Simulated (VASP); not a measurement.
# SiC (F-43m) in VASP: single point with HSE06

Aim: the single point of SiC with HSE06.

Program: VASP 6.6.1. These are calculated values, not measurements. Logs are shortened: lines on timing, memory, paths and dates and some standing lists are left out, and cuts for length are marked.

### 1 The cell of the first run

It takes space group F-43m (No. 216, cubic). Conventional cell: a = 4.313 Å, b = 4.313 Å, c = 4.313 Å, α = 90.00°, β = 90.00°, γ = 90.00°. Within 2.5 Å of Si (site symmetry -43m) lie 4 C at 1.87 Å. Within 2.5 Å of C (site symmetry -43m) lie 4 Si at 1.87 Å.

### 2 Single point, HSE06 (strain -1.0%)

Input file POSCAR:

```
SiC
1.0
    0.0000000000      2.1562718275      2.1562718275
    2.1562718275      0.0000000000      2.1562718275
    2.1562718275      2.1562718275      0.0000000000
Si C
1 1
Direct
    0.0000000000      0.0000000000      0.0000000000
    0.2500000000      0.2500000000      0.2500000000
```

Input file INCAR.step1:

```
SYSTEM = SiC
PREC = Accurate
ENCUT = 520
EDIFF = 1E-5
ISMEAR = 0
SIGMA = 0.01
LREAL = .False.
LASPH = .True.
NELM = 60
ALGO = Normal
ISIF = 2
LWAVE = .True.
LCHARG = .False.
NBANDS = 11
GGA = PE
```

Input file INCAR.step2:

```
SYSTEM = SiC
PREC = Accurate
ENCUT = 520
EDIFF = 1E-7
ISMEAR = 0
SIGMA = 0.01
LREAL = .False.
LASPH = .True.
NELM = 60
ALGO = Normal
ISIF = 2
LWAVE = .False.
LCHARG = .False.
GGA = PE
LHFCALC = .True.
HFSCREEN = 0.2079
PRECFOCK = Normal
NBANDS = 11
ISTART = 1
```

Input file KPOINTS:

```
Automatic mesh
0
Gamma
  8 8 8
  0 0 0
```

Potentials or basis: VASP PAW PBE potentials, release 64 (Si, C).

The run is started by

```
$ cat potpaw_PBE.64/Si/POTCAR potpaw_PBE.64/C/POTCAR > POTCAR
$ cp INCAR.step1 INCAR
$ mpirun -np 1 vasp_std > vasp.out
$ cp INCAR.step2 INCAR
$ mpirun -np 1 vasp_std > vasp.out
```

OUTCAR:

```text
SYSTEM = SiC
   PREC = Accurate
   ENCUT = 520
   EDIFF = 1E-7
   ISMEAR = 0
   LREAL = .False.
   LASPH = .True.
   NELM = 60
   ISIF = 2
   GGA = PE
   LHFCALC = .True.
   HFSCREEN = 0.2079
   PRECFOCK = Normal
   ISTART = 1

 ion  position               nearest neighbor table
   1  0.000  0.000  0.000-   2 1.87   2 1.87   2 1.87   2 1.87
   2  0.250  0.250  0.250-   1 1.87   1 1.87   1 1.87   1 1.87

  LATTYP: Found a face centered cubic cell.
 ALAT       =     4.3125436550

  Lattice vectors:

 A1 = (   0.0000000000,   2.1562718275,   2.1562718275)
 A2 = (   2.1562718275,   0.0000000000,   2.1562718275)
 A3 = (   2.1562718275,   2.1562718275,   0.0000000000)

Analysis of symmetry for initial positions (statically):
=====================================================================
 Subroutine PRICEL returns:
 Original cell was already a primitive cell.

 Routine SETGRP: Setting up the symmetry group for a
 face centered cubic supercell.

 Subroutine GETGRP returns: Found 24 space group operations
 (whereof 24 operations were pure point group operations)
 out of a pool of 48 trial point group operations.

The static configuration has the point symmetry T_d .

Analysis of symmetry for dynamics (positions and initial velocities):
=====================================================================
 Subroutine PRICEL returns:
 Original cell was already a primitive cell.

 Routine SETGRP: Setting up the symmetry group for a
 face centered cubic supercell.

 Subroutine GETGRP returns: Found 24 space group operations
 (whereof 24 operations were pure point group operations)
 out of a pool of 48 trial point group operations.

The dynamic configuration has the point symmetry T_d .

 Subroutine INISYM returns: Found 24 space group operations
 (whereof 24 operations are pure point group operations),
 and found     1 'primitive' translations

----------------------------------------------------------------------------------------

                                     Primitive cell

  volume of cell :      20.0512

  direct lattice vectors                    reciprocal lattice vectors
     0.000000000  2.156271827  2.156271827    -0.231881711  0.231881711  0.231881711
     2.156271827  0.000000000  2.156271827     0.231881711 -0.231881711  0.231881711
     2.156271827  2.156271827  0.000000000     0.231881711  0.231881711 -0.231881711
[... 98 lines left out ...]
   EFERMI =   0.00;   METHOD = LEGACY
   ISMEAR =     0;   SIGMA  =   0.01  broadening in eV -4-tet -1-fermi 0-gaus
   EFERMI_NEDOS =   21; number of points for ismear=-14 and -15
   IALGO  =     38    algorithm
   IMIX   =      1    mixing-type and parameters
     AMIX     =   0.40;   BMIX     =  1.00
     AMIX_MAG =   1.60;   BMIX_MAG =  1.00
  volume/ion in A,a.u.               =      10.03        67.66
  Fermi-wavevector in a.u.,A,eV,Ry     =   1.205197  2.277492 19.762455  1.452499
  Thomas-Fermi vector in A             =   2.340900
   LORBIT       =      0    0 simple, 1 ext, 2 COOP (PROOUT), +10 PAW based schemes
   GGA     = PE    functional components
   LHFCALC =     T    Hartree Fock is set to
   PRECFOCK=normal    Normal, Fast or Accurate (Low or Medium for compatibility)
   ENCUT4O =  -1.0   cutoff for four orbital integrals eV
   NKREDX  =     1    reduce k-point grid by
   NKREDY  =     1    reduce k-point grid by
   NKREDZ  =     1    reduce k-point grid by
   AEXX    =    0.2500 exact exchange contribution
   HFSCREEN=    0.2079 screening length (either q_TF or 0.3 A-1)
   HFSCREENC=   0.2079 screening length for correlation (either q_TF or 0.3 A-1)
   ENCUTFOCK=  -1.0 apply spherical cutoff to Coloumb kernel
   IVDW    =     0    specifies the selected vdW correction
   LEPSILON=     F    determine dielectric tensor
   LRPA    =     F    only Hartree local field effects (RPA)
 non-spin polarized calculation
 Gauss-broadening in eV      SIGMA  =   0.01
  energy-cutoff  :      520.00
  volume of cell :       20.05
 maximum number of plane-waves:       560
  NGX = 18; NGY = 18; NGZ = 18

 number of electron       8.0000000 magnetization

 Free energy of the ion-electron system (eV)
  ---------------------------------------------------
  ext. energy  EPLUGINS =         0.00000000
  ---------------------------------------------------
  free energy    TOTEN  =       -17.41547784 eV

  energy without entropy =      -17.41547784  energy(sigma->0) =      -17.41547784

 E-fermi :   7.9023     XC(G=0):  -9.4626

 val. band max:        7.8381375617   @ k =   0.0000   0.0000   0.0000
 cond. band min:      10.0495887790   @ k =   0.5000   0.5000   0.0000
 fundamental gap:      2.2114512173
 Fermi energy:         7.9023347936

 k-point     1 :       0.0000    0.0000    0.0000
  band No.  band energies     occupation
      1      -9.4093      2.00000
      2       7.8381      2.00000
      3       7.8381      2.00000
      4       7.8381      2.00000
      5      15.7674      0.00000
      6      16.6659      0.00000
      7      16.6659      0.00000
      8      16.6659      0.00000
      9      24.1265      0.00000
     10      24.1265      0.00000
     11      26.3326      0.00000
[... 309 lines left out ...]
 k-point    24 :      -0.3750    0.2500    0.1250
  band No.  band energies     occupation
      1      -4.7158      2.00000
      2      -0.8781      2.00000
      3       3.7406      2.00000
      4       5.3428      2.00000
      5      14.2995      0.00000
      6      16.6275      0.00000
      7      19.7879      0.00000
      8      20.7643      0.00000
      9      23.2536      0.00000
     10      26.1086      0.00000
     11      29.2648      0.00000

 [... further k-points ...]

------------------------ aborting loop because EDIFF is reached ----------------------------------------

  FORCE on cell =-STRESS in cart. coord.  units (eV):
  Direction    XX          YY          ZZ          XY          YZ          ZX
  --------------------------------------------------------------------------------------
  -------------------------------------------------------------------------------------
  Total        0.7188596      0.7188596      0.7188596      0.0000000      0.0000000     -0.0000000
  in kB       57.4399594     57.4399594     57.4399594      0.0000000      0.0000000     -0.0000000
  external PRESSURE =      57.4399594 kB  Pullay stress =       0.0000000 kB

 VOLUME and BASIS-vectors are now :
 -----------------------------------------------------------------------------
  energy-cutoff  :      520.00
  volume of cell :       20.05
      direct lattice vectors                 reciprocal lattice vectors
     0.000000000  2.156271827  2.156271827    -0.231881711  0.231881711  0.231881711
     2.156271827  0.000000000  2.156271827     0.231881711 -0.231881711  0.231881711
     2.156271827  2.156271827  0.000000000     0.231881711  0.231881711 -0.231881711

 POSITION                                       TOTAL-FORCE (eV/Angst)
 -----------------------------------------------------------------------------------
      0.00000      0.00000      0.00000        -0.000000     -0.000000     -0.000000
      1.07814      1.07814      1.07814         0.000000      0.000000      0.000000
 -----------------------------------------------------------------------------------
    total drift:                                0.000000     -0.000000      0.000000

  FREE ENERGIE OF THE ION-ELECTRON SYSTEM (eV)
  ---------------------------------------------------
  free  energy   TOTEN  =       -17.4154778424 eV

  energy  without entropy=      -17.4154778424  energy(sigma->0) =      -17.41547784
```

OUTCAR.step1:

```text
SYSTEM = SiC
   PREC = Accurate
   ENCUT = 520
   EDIFF = 1E-5
   ISMEAR = 0
   LREAL = .False.
   LASPH = .True.
[... 557 lines left out ...]
      0.00000      0.00000      0.00000         0.000000      0.000000      0.000000
      1.07814      1.07814      1.07814        -0.000000     -0.000000     -0.000000
 -----------------------------------------------------------------------------------
    total drift:                                0.000000      0.000000      0.000000

  FREE ENERGIE OF THE ION-ELECTRON SYSTEM (eV)
  ---------------------------------------------------
  free  energy   TOTEN  =       -15.0289565325 eV

  energy  without entropy=      -15.0289565325  energy(sigma->0) =      -15.02895653
```

It took 32 min on 1 thread of Intel Xeon Platinum 8375C at 2.90GHz (Ice Lake), shared host; peak memory 0.25 GiB.

What came out:

| Item | Value |
| --- | --- |
| Free energy | -17.4155 eV |
| Pressure | 5.7 GPa |
| Band gap on the k mesh | 2.21 eV (least direct gap 5.77 eV) |

Levels at points of the mesh, in eV from the valence-band top:
```tsv
k point	band 1	band 2	band 3	band 4	band 5	band 6	band 7	band 8	band 9
(0.00, 0.00, 0.00)	-17.25	0.00	0.00	0.00	7.93	8.83	8.83	8.83	16.29
(0.50, 0.00, 0.00)	-13.27	-9.53	-1.16	-1.16	6.95	8.62	8.62	11.74	18.32
(0.50, 0.50, 0.00)	-11.68	-8.64	-3.56	-3.56	2.21	5.50	16.33	16.33	17.20
```

Caveat: the cell differs from its parent crystal (strain -1.0%); the cell stands under pressure; the PAW data sets were made with another functional, which shifts forces and pressure a little.
